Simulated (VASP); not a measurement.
Here is a VASP 6.6.1 calculation.

File INCAR:

```
  PREC = Accurate
  ENCUT = 520
  EDIFF = 1E-6
  ISMEAR = 0
  SIGMA = 0.1
  LREAL = False
  LASPH = True
  NELM = 100
  ALGO = Normal
  ISIF = 2
  LWAVE = False
  LCHARG = False
  GGA = PS
  NBANDS = 8
```

Contents of KPOINTS:

```
regular mesh
0
Gamma
  18 18 18
```

POSCAR

```
Al
1.0
    0.0000000000      2.0077780913      2.0077780913
    2.0077780913      0.0000000000      2.0077780913
    2.0077780913      2.0077780913      0.0000000000
Al
1
Direct
    0.0000000000      0.0000000000      0.0000000000
```

Potentials or basis: VASP PAW PBE potentials, release 64 (Al).

Command:

```bash
$ cat potpaw_PBE.64/Al/POTCAR > POTCAR
$ mpirun -np 1 vasp_std > vasp.out
```

(1) What does it give for the pressure?

## Answers

(1) 0.0 GPa.

Caveat: the PAW data sets were made with another functional, which shifts forces and pressure a little.
